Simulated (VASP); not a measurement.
Wanted: the native input for a VASP 6.6.1 run.

```yaml
Task: relaxation of cell and atoms
Functional: PBE
Potentials_or_basis: VASP PAW PBE potentials, release 64 (Si, S)
Cutoff: 600 eV
k_mesh: 12 × 12 × 12
Occupations: gaussian, width 0.1 eV
Spin: no spin polarisation
Dipole_correction: no
Further_INCAR_settings: ALGO = Normal; EDIFF = 1e-06; IBRION = 2; EDIFFG = -0.01; NSW = 100; ISIF = 3
```

The structure of Si3S2 lies in POSCAR:

```
Si3S2
1.0
   -2.4393875746      2.4393875746      3.7010574844
    2.4393875746     -2.4393875746      3.7010574844
    2.4393875746      2.4393875746     -3.7010574844
Si S
3 2
Direct
    0.3434359397      0.3434359397      0.0000000000
    0.6565640603      0.6565640603      0.0000000000
    0.0000000000      0.0000000000      0.0000000000
    0.5000000000      0.0000000000      0.5000000000
    0.0000000000      0.5000000000      0.5000000000
```

The cell was generated, and may not be a known phase.

One way to write it, as run:

INCAR

```
SYSTEM = Si3S2
PREC     = Accurate       ! precision mode
ENCUT    = 600            ! plane-wave cutoff, eV
EDIFF    = 1E-6           ! SCF threshold, eV
ISMEAR   = 0              ! smearing method
SIGMA    = 0.1            ! smearing width, eV
LREAL    = .FALSE.        ! projectors in reciprocal space
LASPH    = .TRUE.         ! aspherical terms in the spheres
NELM     = 100            ! most SCF steps
ALGO     = Normal         ! electronic algorithm
ISIF     = 3              ! what is computed and relaxed
LWAVE    = .FALSE.        ! write WAVECAR
LCHARG   = .FALSE.        ! write CHGCAR
GGA      = PE             ! functional
IBRION   = 2              ! ionic algorithm
NSW      = 100            ! ionic steps
EDIFFG   = -0.01          ! ionic threshold
```

KPOINTS

```
Automatic mesh
0
G
  12 12 12
  0 0 0
```

Potentials or basis: VASP PAW PBE potentials, release 64 (Si, S).

The run is started by

```sh
$ cat potpaw_PBE.64/Si/POTCAR potpaw_PBE.64/S/POTCAR > POTCAR
$ mpirun -np 1 vasp_std > vasp.out
```

It gave:

The relaxed volume is 17.67 Å³/atom. The relaxed cell is a = 5.062 Å, b = 5.062 Å, c = 5.062 Å, α = 122.28°, β = 122.28°, γ = 86.09°, the space group after relaxing (to 0.1 Å) is I4/mmm (No. 139) and the energy gained by relaxing is 0.1 meV/atom. The ionic steps are 2. The pressure after relaxing is 0.0 GPa. The largest force after relaxing is 0.005 eV/Å and the band gap on the k mesh is zero (bands 12 and 13 overlap by 2.25 eV).

Run time: 6.2 min on 1 thread of Intel(R) Xeon(R) Platinum 8259CL CPU @ 2.50GHz (Skylake/Cascade Lake), on a shared host, peak memory 0.4 GiB.
